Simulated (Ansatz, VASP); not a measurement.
## RbBr: VASP beside Ansatz

```
Rb Br
1.0
     0.00000    3.47260    3.47260
     3.47260    0.00000    3.47260
     3.47260    3.47260    0.00000
Rb Br
1 1
Direct
  0.00000 0.00000 0.00000
  0.50000 0.50000 0.50000
```

Change from the starting cell: volume scaled by 1.04.

Alike in both runs: task single point; functional PBE; k mesh 6 × 6 × 6; occupations fermi-dirac, width 0.02 eV; no spin polarisation.

|  | VASP | Ansatz |
| --- | --- | --- |
| version | VASP 6.6.1 | Ansatz 0.2.0 |
| potentials or method | VASP PAW PBE potentials, release 64 (Rb_sv, Br), cutoff 520 eV | all-electron LAPW, scalar-relativistic |

```tsv
	VASP	Ansatz	Ansatz less VASP
gap on the k mesh at the Fermi level (eV)	4.26	4.27	+0.002
pressure (GPa)	0.4	0.4	-0.02
```

Ansatz ran all-electron here, and VASP with PAW potentials.
